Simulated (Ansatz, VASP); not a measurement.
**PtSe2: VASP beside Ansatz**

```
CELL_PARAMETERS angstrom
3.83572 0.00000 0.00000
-1.91786 3.32183 0.00000
0.00000 0.00000 5.06200
ATOMIC_POSITIONS crystal
Pt 0.00000 0.00000 0.00000
Se 0.33333 0.66667 0.25000
Se 0.66667 0.33333 0.75000
```

Change from the starting cell: strain +0.0300 x Voigt [1, 1, 0, 0, 0, 0], atoms carried along.

Alike in both runs: task single point; functional PBEsol; dispersion D3(BJ); k mesh 12 × 12 × 10; occupations gaussian, width 0.15 eV; no spin polarisation.

|  | VASP | Ansatz |
| --- | --- | --- |
| version | VASP 6.6.1 | Ansatz 0.2.0 |
| potentials or method | VASP PAW PBE potentials, release 64 (Pt, Se), cutoff 520 eV | scalar-relativistic, plane waves, PAW |
| valence electrons in the cell | 22 | 50 |

```csv
,VASP,Ansatz,Ansatz less VASP
gap on the k mesh at the Fermi level (eV),none,none,-
pressure (GPa),-8.7,-8.8,-0.03
"traceless stress, the component that is largest in VASP (GPa)",1.78,1.80,+0.020
rms of the force components (eV/Å),0.131,0.135,+0.0044
```

VASP's potentials were made for PBE, not for PBEsol. Atom by atom the forces differ by 0.004 eV/Å (rms over components). A gap of «none» marks a metal or a gap that the smearing closes. VASP's potentials hold 22 valence electrons a cell and Ansatz's 50, so a difference there can come from the potentials and not from the codes.

Neither program's run includes spin-orbit coupling.
